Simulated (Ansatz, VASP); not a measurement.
One calculation of Sn, two programs

File POSCAR:

```
Sn
1.0
   -1.9071995479      1.9071995479      1.9071995479
    1.9071995479     -1.9071995479      1.9071995479
    1.9071995479      1.9071995479     -1.9071995479
Sn
1
Direct
    0.0000000000      0.0000000000      0.0000000000
```

The input INCAR.step1:

```
  PREC = Accurate
  ENCUT = 520
  EDIFF = 1E-5
  ISMEAR = -1
  SIGMA = 0.05
  LREAL = F
  LASPH = T
  NELM = 80
  ALGO = Normal
  ISIF = 2
  LWAVE = T
  LCHARG = F
  NBANDS = 13
  GGA = PE
```

The input INCAR.step2:

```
  PREC = Accurate
  ENCUT = 520
  EDIFF = 1E-6
  ISMEAR = -1
  SIGMA = 0.05
  LREAL = F
  LASPH = T
  NELM = 80
  ALGO = Normal
  ISIF = 2
  LWAVE = F
  LCHARG = F
  GGA = PE
  LHFCALC = T
  HFSCREEN = 0.2079
  PRECFOCK = Normal
  NBANDS = 13
  ISTART = 1
```

The input KPOINTS:

```
Automatic mesh
0
Gamma
  6 6 6
```

Contents of input:

```
crystal:
  lattice:
    - [-1.9071995479, 1.9071995479, 1.9071995479]
    - [1.9071995479, -1.9071995479, 1.9071995479]
    - [1.9071995479, 1.9071995479, -1.9071995479]
  atoms:
    - { symbol: Sn, position: [0.0, 0.0, 0.0] }
hamiltonian:
  xc: hse06
  pseudopotentials: { kind: paw }
kpoints:
  mp_grid: { grid: [6, 6, 6] }
scf:
  occupations: { method: fermi_dirac, width: 0.05 }
output:
  forces: true
  stress: true
  eigenvalues: true
```

Alike in both runs: task single point; functional HSE06; k mesh 6 × 6 × 6; occupations fermi-dirac, width 0.05 eV; no spin polarisation.

```csv
,VASP,Ansatz
version,VASP 6.6.1,Ansatz 0.2.0
potentials or method,"VASP PAW PBE potentials, release 64 (Sn_d)",Ansatz PAW
plane-wave cutoff (eV),520,420
valence electrons in the cell,14,14
```

Ansatz gave:

```
gap on the k mesh at the Fermi level (eV) : none
pressure (GPa)                            : -1.8
```

Question: Estimate VASP's values.

Answer: gap on the k mesh at the Fermi level (eV): none; pressure (GPa): -1.9.

A gap of «none» marks a metal or a gap that the smearing closes. With one functional, cell and mesh, what is left measures potentials, basis and numerics.

The k mesh is coarse, so the values compare programs but aren't converged.
